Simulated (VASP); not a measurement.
# CdTe (F-43m) in VASP: notebook

Runs on CdTe. Level: PBE+D3(BJ). Tasks: single point.

All numbers are computed with VASP 6.6.1; they aren't measurements. Logs are shortened: lines on timing, memory, paths and dates and some standing lists are left out, and cuts for length are marked.

## 1. The cell of the first run

The structure is cubic, space group F-43m (No. 216). The conventional cell has a = 6.279 Å, b = 6.279 Å, c = 6.279 Å, α = 90.00°, β = 90.00°, γ = 90.00°. Within 3.6 Å of Te (site symmetry -43m) lie 4 Cd at 2.72 Å. Within 3.6 Å of Cd (site symmetry -43m) lie 4 Te at 2.72 Å.

## 2. Single point, PBE+D3(BJ)

Input file INCAR:

```
SYSTEM = CdTe
ALGO = Normal
EDIFF = 1E-6
ENCUT = 520
GGA = PE
ISIF = 2
ISMEAR = -1
IVDW = 12
LASPH = .True.
LCHARG = .False.
LREAL = .False.
LWAVE = .False.
NBANDS = 16
NELM = 100
PREC = Accurate
SIGMA = 0.05
```

Input file KPOINTS:

```
k-points
0
Gamma
  7 7 7
  0 0 0
```

Input file POSCAR:

```
CdTe
1.0
    0.0000000000      3.1395734784      3.1395734784
    3.1395734784      0.0000000000      3.1395734784
    3.1395734784      3.1395734784      0.0000000000
Te Cd
1 1
Direct
    0.7500000000      0.7500000000      0.7500000000
    0.0000000000      0.0000000000      0.0000000000
```

Potentials or basis: VASP PAW PBE potentials, release 64 (Te, Cd).

Run with:

```sh
$ cat potpaw_PBE.64/Te/POTCAR potpaw_PBE.64/Cd/POTCAR > POTCAR
$ mpirun -np 1 vasp_std > vasp.out
```

OUTCAR:

```text
SYSTEM = CdTe
   EDIFF = 1E-6
   ENCUT = 520
   GGA = PE
   ISIF = 2
   ISMEAR = -1
   IVDW = 12
   LASPH = .True.
   LREAL = .False.
   NELM = 100
   PREC = Accurate
 IVDW          = 12

 ion  position               nearest neighbor table
   1  0.750  0.750  0.750-   2 2.72   2 2.72   2 2.72   2 2.72
   2  0.000  0.000  0.000-   1 2.72   1 2.72   1 2.72   1 2.72

  LATTYP: Found a face centered cubic cell.
 ALAT       =     6.2791469568

  Lattice vectors:

 A1 = (   0.0000000000,   3.1395734784,   3.1395734784)
 A2 = (   3.1395734784,   0.0000000000,   3.1395734784)
 A3 = (   3.1395734784,   3.1395734784,   0.0000000000)

Analysis of symmetry for initial positions (statically):
=====================================================================
 Subroutine PRICEL returns:
 Original cell was already a primitive cell.

 Routine SETGRP: Setting up the symmetry group for a
 face centered cubic supercell.

 Subroutine GETGRP returns: Found 24 space group operations
 (whereof 24 operations were pure point group operations)
 out of a pool of 48 trial point group operations.

The static configuration has the point symmetry T_d .

Analysis of symmetry for dynamics (positions and initial velocities):
=====================================================================
 Subroutine PRICEL returns:
 Original cell was already a primitive cell.

 Routine SETGRP: Setting up the symmetry group for a
 face centered cubic supercell.

 Subroutine GETGRP returns: Found 24 space group operations
 (whereof 24 operations were pure point group operations)
 out of a pool of 48 trial point group operations.

The dynamic configuration has the point symmetry T_d .

 Subroutine INISYM returns: Found 24 space group operations
 (whereof 24 operations are pure point group operations),
 and found     1 'primitive' translations

----------------------------------------------------------------------------------------

                                     Primitive cell

  volume of cell :      61.8931

  direct lattice vectors                    reciprocal lattice vectors
     0.000000000  3.139573478  3.139573478    -0.159257301  0.159257301  0.159257301
     3.139573478  0.000000000  3.139573478     0.159257301 -0.159257301  0.159257301
     3.139573478  3.139573478  0.000000000     0.159257301  0.159257301 -0.159257301

  length of vectors
     4.440027393  4.440027393  4.440027393     0.275841738  0.275841738  0.275841738

  position of ions in fractional coordinates (direct lattice)
     0.750000000  0.750000000  0.750000000
     0.000000000  0.000000000  0.000000000

  ion indices of the primitive-cell ions
   primitive index   ion index
                 1           1
                 2           2

----------------------------------------------------------------------------------------

 KPOINTS: k-points

Automatic generation of k-mesh.
 Grid dimensions read from file:
 generate k-points for:    7    7    7

 Generating k-lattice:

  Cartesian coordinates                     Fractional coordinates (reciprocal lattice)
    -0.022751043  0.022751043  0.022751043     0.142857143  0.000000000  0.000000000
     0.022751043 -0.022751043  0.022751043     0.000000000  0.142857143  0.000000000
     0.022751043  0.022751043 -0.022751043     0.000000000  0.000000000  0.142857143

  Length of vectors
     0.039405963  0.039405963  0.039405963

  Shift w.r.t. Gamma in fractional coordinates (k-lattice)
     0.000000000  0.000000000  0.000000000

 Subroutine IBZKPT returns following result:
 ===========================================

 Found     20 irreducible k-points:

 Following reciprocal coordinates:
            Coordinates               Weight
  0.000000  0.000000  0.000000      1.000000
  0.142857  0.000000  0.000000      8.000000
  0.285714  0.000000  0.000000      8.000000
  0.428571  0.000000  0.000000      8.000000
  0.142857  0.142857  0.000000      6.000000
  0.285714  0.142857  0.000000     24.000000
[... 12 lines left out ...]
 -0.428571  0.428571  0.142857     24.000000
 -0.285714  0.428571  0.142857     24.000000
   k-points           NKPTS =     20   k-points in BZ     NKDIM =     20   number of bands    NBANDS=     16
   number of dos      NEDOS =    301   number of ions     NIONS =      2
   total plane-waves  NPLWV =  46656
   dimension x,y,z NGX =    36 NGY =   36 NGZ =   36
   dimension x,y,z NGXF=    72 NGYF=   72 NGZF=   72
   ions per type =               1   1
   NGX,Y,Z   is equivalent  to a cutoff of  13.48, 13.48, 13.48 a.u.
   NGXF,Y,Z  is equivalent  to a cutoff of  26.96, 26.96, 26.96 a.u.
 SYSTEM =  CdTe
   PREC   = accura    normal or accurate (medium, high low for compatibility)
   ISTART =      0    job   : 0-new  1-cont  2-samecut
   ICHARG =      2    charge: 1-file 2-atom 10-const
   ISPIN  =      1    spin polarized calculation?
   LNONCOLLINEAR =      F non collinear calculations
   LSORBIT =      F    spin-orbit coupling
   LASPH  =      T    aspherical Exc in radial PAW
   ENCUT  =  520.0 eV  38.22 Ry    6.18 a.u.   8.26  8.26  8.26*2*pi/ulx,y,z
   NELM   =    100;   NELMIN=  2; NELMDL= -5     # of ELM steps
   EDIFF  = 0.1E-05   stopping-criterion for ELM
   LREAL  =      F    real-space projection
   EDIFFG = 0.1E-04   stopping-criterion for IOM
   NSW    =      0    number of steps for IOM
   IBRION =     -1    ionic relax: 0-MD 1-quasi-New 2-CG
   NFREE  =      0    steps in history (QN), initial steepest desc. (CG)
   ISIF   =      2    stress and relaxation
   ISYM   =      2    0-nonsym 1-usesym 2-fastsym
   POTIM  = 0.5000    time-step for ionic-motion
   TEBEG  =    0.0;   TEEND  =   0.0 temperature during run
   PSTRESS=    0.0 pullay stress
   NELECT =      18.0000    total number of electrons
   NUPDOWN=      -1.0000    fix difference up-down
   EMIN   =  10.00;   EMAX   =-10.00  energy-range for DOS
   EFERMI =   0.00;   METHOD = LEGACY
   ISMEAR =    -1;   SIGMA  =   0.05  broadening in eV -4-tet -1-fermi 0-gaus
   EFERMI_NEDOS =   21; number of points for ismear=-14 and -15
   IALGO  =     38    algorithm
   IMIX   =      4    mixing-type and parameters
     AMIX     =   0.40;   BMIX     =  1.00
     AMIX_MAG =   1.60;   BMIX_MAG =  1.00
  volume/ion in A,a.u.               =      30.95       208.84
  Fermi-wavevector in a.u.,A,eV,Ry     =   1.084638  2.049670 16.006447  1.176441
  Thomas-Fermi vector in A             =   2.220733
   LORBIT       =      0    0 simple, 1 ext, 2 COOP (PROOUT), +10 PAW based schemes
   GGA     = PE    functional components
   LHFCALC =     F    Hartree Fock is set to
   AEXX    =    0.0000 exact exchange contribution
   IVDW    =    12    specifies the selected vdW correction
   LEPSILON=     F    determine dielectric tensor
   LRPA    =     F    only Hartree local field effects (RPA)
 non-spin polarized calculation
  energy-cutoff  :      520.00
  volume of cell :       61.89
 maximum number of plane-waves:      1687
 NGX is ok and might be reduce to    36
   NGX = 17   NGY = 17   NGZ = 17

 number of electron      18.0000003 magnetization

 Free energy of the ion-electron system (eV)
  ---------------------------------------------------
  ext. energy  EPLUGINS =         0.00000000
  ---------------------------------------------------
  free energy    TOTEN  =        -4.57143600 eV

  energy without entropy =       -4.57143571  energy(sigma->0) =       -4.57143585

 E-fermi :   3.8315     XC(G=0):  -9.0133

 val. band max:        3.2685243942   @ k =   0.0000   0.0000   0.0000
 cond. band min:       4.3355168656   @ k =   0.0000   0.0000   0.0000
 fundamental gap:      1.0669924714
 Fermi energy:         3.8315077299

 k-point     1 :       0.0000    0.0000    0.0000
  band No.  band energies     occupation
      1      -8.4994      2.00000
      2      -5.3989      2.00000
      3      -5.3989      2.00000
      4      -5.3989      2.00000
      5      -5.0611      2.00000
      6      -5.0611      2.00000
[... 8 lines left out ...]
     15      12.7872      0.00000
     16      12.7872      0.00000

 k-point     2 :       0.1429    0.0000    0.0000
  band No.  band energies     occupation
      1      -8.4069      2.00000
      2      -5.3805      2.00000
      3      -5.3805      2.00000
      4      -5.3334      2.00000
      5      -5.0628      2.00000
      6      -5.0628      2.00000
[... 8 lines left out ...]
     15      11.8712      0.00000
     16      11.8712      0.00000

 k-point     3 :       0.2857    0.0000    0.0000
  band No.  band energies     occupation
      1      -8.1973      2.00000
      2      -5.3434      2.00000
      3      -5.3434      2.00000
      4      -5.0937      2.00000
      5      -5.0609      2.00000
      6      -5.0609      2.00000
[... 8 lines left out ...]
     15      11.9125      0.00000
     16      11.9125      0.00000

 k-point     4 :       0.4286    0.0000    0.0000
  band No.  band energies     occupation
      1      -8.0319      2.00000
      2      -5.3200      2.00000
      3      -5.3200      2.00000
      4      -5.0516      2.00000
      5      -5.0516      2.00000
      6      -4.7120      2.00000
[... 8 lines left out ...]
     15      13.2457      0.00000
     16      13.2457      0.00000
[... 248 lines left out ...]
 k-point    18 :      -0.4286    0.2857    0.1429
  band No.  band energies     occupation
      1      -7.9351      2.00000
      2      -5.2784      2.00000
      3      -5.2621      2.00000
      4      -5.0973      2.00000
      5      -5.0532      2.00000
      6      -4.5408      2.00000
[... 8 lines left out ...]
     15      13.4858      0.00000
     16      14.3430      0.00000

 k-point    19 :      -0.4286    0.4286    0.1429
  band No.  band energies     occupation
      1      -7.8846      2.00000
      2      -5.2384      2.00000
      3      -5.2281      2.00000
      4      -5.1380      2.00000
      5      -5.0397      2.00000
      6      -4.4616      2.00000
[... 8 lines left out ...]
     15      14.3428      0.00000
     16      15.1968      0.00000

 k-point    20 :      -0.2857    0.4286    0.1429
  band No.  band energies     occupation
      1      -7.8730      2.00000
      2      -5.2527      2.00000
      3      -5.2316      2.00000
      4      -5.1040      2.00000
      5      -5.0596      2.00000
      6      -4.3661      2.00000
[... 8 lines left out ...]
     15      13.6873      0.00000
     16      15.7534      0.00000

------------------------ aborting loop because EDIFF is reached ----------------------------------------

 Edisp (eV)   -0.76321

 E8    (eV) :    -0.3448

  FORCE on cell =-STRESS in cart. coord.  units (eV):
  Direction    XX          YY          ZZ          XY          YZ          ZX
  --------------------------------------------------------------------------------------
  -------------------------------------------------------------------------------------
  Total       2.32746     2.32746     2.32746     0.00000    -0.00000     0.00000
  in kB      60.24922    60.24922    60.24922     0.00000    -0.00000     0.00000
  external pressure =       60.25 kB  Pullay stress =        0.00 kB

 VOLUME and BASIS-vectors are now :
 -----------------------------------------------------------------------------
  energy-cutoff  :      520.00
  volume of cell :       61.89
      direct lattice vectors                 reciprocal lattice vectors
     0.000000000  3.139573478  3.139573478    -0.159257301  0.159257301  0.159257301
     3.139573478  0.000000000  3.139573478     0.159257301 -0.159257301  0.159257301
     3.139573478  3.139573478  0.000000000     0.159257301  0.159257301 -0.159257301

 POSITION                                       TOTAL-FORCE (eV/Angst)
 -----------------------------------------------------------------------------------
      4.70936      4.70936      4.70936        -0.000000     -0.000000     -0.000000
      0.00000      0.00000      0.00000         0.000000      0.000000      0.000000
 -----------------------------------------------------------------------------------
    total drift:                                0.000000      0.000000      0.000000

  FREE ENERGIE OF THE ION-ELECTRON SYSTEM (eV)
  ---------------------------------------------------
  free  energy   TOTEN  =        -5.3346468836 eV

  energy  without entropy=       -5.3346465942  energy(sigma->0) =       -5.33464674
```

Run time: 40 s. Hardware: 1 thread of AMD EPYC 7R43 (Zen 3), shared host; peak memory 0.18 GiB.

Results:

```
Free energy                : -5.3346 eV
Pressure                   : 6.0 GPa
Band gap on the k mesh     : 1.07 eV
Dispersion energy per atom : -0.382 eV
```

Levels at points of the mesh, in eV from the valence-band top:
| k point | band 7 | band 8 | band 9 | band 10 | band 11 | band 12 |
| --- | --- | --- | --- | --- | --- | --- |
| (0.00, 0.00, 0.00) | 0.00 | 0.00 | 0.00 | 1.07 | 4.52 | 4.52 |

Caveat: the cell stands under pressure; spin-orbit coupling is left out, which moves the levels of the heavy elements. As with any semilocal functional, this PBE gap is likely too small.

## 3. Single point, PBE+D3(BJ)

This run uses another cell than the first one, of 31.60 Å³/atom.

Input file INCAR:

```
  PREC = Accurate
  ENCUT = 520
  EDIFF = 1E-7
  ISMEAR = -1
  SIGMA = 0.05
  LREAL = F
  LASPH = T
  NELM = 80
  ALGO = Normal
  ISIF = 2
  LWAVE = F
  LCHARG = F
  GGA = PE
  IVDW = 12
  NBANDS = 16
```

Input file KPOINTS:

```
Automatic mesh
0
Gamma
  7 7 7
```

Input file POSCAR:

```
CdTe
1.0
    0.0000000000      3.1616838793      3.1616838793
    3.1616838793      0.0000000000      3.1616838793
    3.1616838793      3.1616838793      0.0000000000
Te Cd
1 1
Direct
    0.7500000000      0.7500000000      0.7500000000
    0.0000000000      0.0000000000      0.0000000000
```

Potentials or basis: VASP PAW PBE potentials, release 64 (Te, Cd).

Run with:

```sh
$ cat potpaw_PBE.64/Te/POTCAR potpaw_PBE.64/Cd/POTCAR > POTCAR
$ mpirun -np 1 vasp_std > vasp.out
```

Run time: 49 s. Hardware: 1 thread of AMD EPYC 7R43 (Zen 3), shared host; peak memory 0.17 GiB.

The run converged. Its results:

| Item | Value |
| --- | --- |
| Free energy | -5.3785 eV |
| Pressure | 4.7 GPa |
| Band gap on the k mesh | 1.00 eV |
| Dispersion energy per atom | -0.372 eV |

Levels at points of the mesh, in eV from the valence-band top:
| k point | band 6 | band 7 | band 8 | band 9 | band 10 | band 11 | band 12 | band 13 |
| --- | --- | --- | --- | --- | --- | --- | --- | --- |
| (0.00, 0.00, 0.00) | -8.25 | 0.00 | 0.00 | 0.00 | 1.00 | 4.54 | 4.54 | 4.54 |

Caveat: the cell stands under pressure; spin-orbit coupling is left out, which moves the levels of the heavy elements.
